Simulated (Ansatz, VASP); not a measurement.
## AlPtO in VASP and in Ansatz

```
CELL_PARAMETERS angstrom
3.33519 0.00000 0.00000
0.00000 3.32598 0.00000
0.00000 0.00000 7.06656
ATOMIC_POSITIONS crystal
Al 0.00000 0.50000 0.07000
Al 0.50000 0.00000 0.93000
O 0.00000 0.00000 0.94000
O 0.50000 0.50000 0.06000
Pt 0.00000 0.00000 0.30000
Pt 0.50000 0.50000 0.70000
```

Alike in both runs: task single point; functional r2SCAN; k mesh 5 × 5 × 3; occupations tetrahedron; no spin polarisation; Hubbard terms Pt d U = 5.0 eV.

```csv
,VASP,Ansatz
version,VASP 6.6.1,Ansatz 0.2.0
potentials or method,"VASP PAW PBE potentials, release 64 (Al, O, Pt_sv_GW), cutoff 660 eV",PAW plane waves
valence electrons in the cell,54,54
```

|  | VASP | Ansatz | Ansatz less VASP |
| --- | --- | --- | --- |
| gap on the k mesh at the Fermi level (eV) | none | none | - |
| rms of the force components (eV/Å) | 1.705 | 1.821 | +0.1157 |

VASP's potentials were made for PBE, not for r2SCAN. The programs project onto different local orbitals, so the same U acts differently, and such runs can settle in different states. Atom by atom the forces differ by 0.216 eV/Å (rms over components). A gap of «none» marks a metal or a gap that the smearing closes. Ansatz's warnings: band table not solved further, filled band counts differ across k points, tetrahedron derivatives may miss energy slope.

The k mesh is coarse, so the values compare programs but aren't converged. Neither program's run includes spin-orbit coupling.
